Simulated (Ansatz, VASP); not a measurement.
**SiC in VASP and in Ansatz**

```xyz
2
Lattice="0.0000 2.2038 2.1156 2.2038 0.0000 2.1156 2.2038 2.2038 0.0000" Properties=species:S:1:pos:R:3 pbc="T T T"
Si    0.0000    0.0000    0.0000
C     3.3057    3.3057    3.1734
```

Alike in both runs: task single point; functional PBE; k mesh 4 × 4 × 4; occupations gaussian, width 0.05 eV; no spin polarisation.

|  | VASP | Ansatz |
| --- | --- | --- |
| version | VASP 6.6.1 | Ansatz 0.2.0 |
| potentials or method | VASP PAW PBE potentials, release 64 (Si, C), cutoff 520 eV | scalar-relativistic, plane waves, PAW |
| valence electrons in the cell | 8 | 8 |

|  | VASP | Ansatz | Ansatz less VASP |
| --- | --- | --- | --- |
| gap on the k mesh at the Fermi level (eV) | 0.89 | 0.89 | +0.002 |
| least direct gap on the mesh (eV) | 4.47 | 4.47 | +0.004 |
| pressure (GPa) | 5.1 | 5.1 | +0.07 |
| traceless stress, the component that is largest in VASP (GPa) | 6.25 | 6.23 | -0.019 |

The k mesh is coarse, so the values compare programs but aren't converged.
